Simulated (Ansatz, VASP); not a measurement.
This is a calculation of ZnS for Ansatz 0.2.0.

The input input.yaml:

```yaml
crystal:
  lattice:
    - [3.811, 0.0, 0.0]
    - [-1.9055, 3.3004228138, 0.0]
    - [0.0, 0.0, 6.234]
  atoms:
    - { symbol: Zn, position: [0.6666666667, 0.3333333333, 0.5] }
    - { symbol: Zn, position: [0.3333333333, 0.6666666667, 0.0] }
    - { symbol: S, position: [0.6666666667, 0.3333333333, 0.885] }
    - { symbol: S, position: [0.3333333333, 0.6666666667, 0.385] }
hamiltonian:
  xc: { exchange: pbe, correlation: pbe, exx: { coeff: 0.25, omega: 0.3 } }
  pseudopotentials: { kind: paw }
kpoints:
  mp_grid: { grid: [4, 4, 3] }
scf:
  occupations: { method: fermi_dirac, width: 0.05 }
output:
  forces: true
  stress: true
relax:
  f_tol: 0.01
  max_steps: 40
  cell: { stress_tol: 0.05 }
```

Potentials or basis: Ansatz PAW.

Command:

```sh
$ ansatz run input.yaml --threads 2 --pin off --max-ram 5632MiB --backend cpu --events-out ev --progress --plain --runs-dir out
```

Problem. Set up the same calculation for VASP 6.6.1. Potentials there: VASP PAW PBE potentials, release 64 (Zn, S).

Solution. As run (the cutoff follows the program's own potentials):

Contents of POSCAR:

```
ZnS
1.0
    3.8110000000      0.0000000000      0.0000000000
   -1.9055000000      3.3004228138      0.0000000000
    0.0000000000      0.0000000000      6.2340000000
Zn S
2 2
Direct
    0.6666666667      0.3333333333      0.5000000000
    0.3333333333      0.6666666667      0.0000000000
    0.6666666667      0.3333333333      0.8850000000
    0.3333333333      0.6666666667      0.3850000000
```

The input INCAR.step1:

```
PREC     = Accurate       # precision mode
ENCUT    = 600            # plane-wave cutoff, eV
EDIFF    = 1E-5           # SCF threshold, eV
ISMEAR   = -1             # smearing method
SIGMA    = 0.05           # smearing width, eV
LREAL    = False          # projectors in reciprocal space
LASPH    = True           # aspherical terms in the spheres
NELM     = 60             # most SCF steps
ALGO     = Normal         # electronic algorithm
LWAVE    = True           # write WAVECAR
LCHARG   = False          # write CHGCAR
GGA      = PE             # functional
NBANDS   = 26             # bands
KPAR     = 4
```

File INCAR.step2:

```
PREC     = Accurate       # precision mode
ENCUT    = 600            # plane-wave cutoff, eV
EDIFF    = 1E-6           # SCF threshold, eV
ISMEAR   = -1             # smearing method
SIGMA    = 0.05           # smearing width, eV
LREAL    = False          # projectors in reciprocal space
LASPH    = True           # aspherical terms in the spheres
NELM     = 60             # most SCF steps
ALGO     = Normal         # electronic algorithm
ISIF     = 3              # what is computed and relaxed
LWAVE    = False          # write WAVECAR
LCHARG   = False          # write CHGCAR
GGA      = PE             # functional
LHFCALC  = True           # exact exchange
AEXX     = 0.25           # exact-exchange fraction
HFSCREEN = 0.3            # screening, 1/A
PRECFOCK = Normal       
IBRION   = 2              # ionic algorithm
NSW      = 60             # ionic steps
EDIFFG   = -0.01          # ionic threshold
ISTART   = 1            
KPAR     = 4
```

KPOINTS

```
regular mesh
0
Gamma
  4 4 3
```

Potentials or basis: VASP PAW PBE potentials, release 64 (Zn, S).

Run with:

```bash
$ cat potpaw_PBE.64/Zn/POTCAR potpaw_PBE.64/S/POTCAR > POTCAR
$ cp INCAR.step1 INCAR
$ mpirun -np 4 vasp_std > vasp.out
$ cp INCAR.step2 INCAR
$ mpirun -np 4 vasp_std > vasp.out
```

Both were run:

|  | VASP | Ansatz | Ansatz less VASP |
| --- | --- | --- | --- |
| gap on the k mesh at the Fermi level, each at its own relaxed structure (eV) | 3.12 | 3.14 | +0.019 |
| relaxed volume (Å³/atom) | 20.09 | 20.07 | -0.022 |
| relaxed length of the cell vector where the two differ most in proportion (Å) | 6.278 | 6.274 | -0.0038 |

VASP's potentials were made for PBE, not for PBE-based screened hybrid.

The k mesh is coarse, so the values compare programs but aren't converged. Noted on Ansatz's run: odd divisions of the mesh miss points on the zone boundary, where band edges often lie, so the gap on the mesh can be too wide; the plane-wave basis is chosen anew once the cell has moved, so the energies of steps on either side of that aren't comparable.
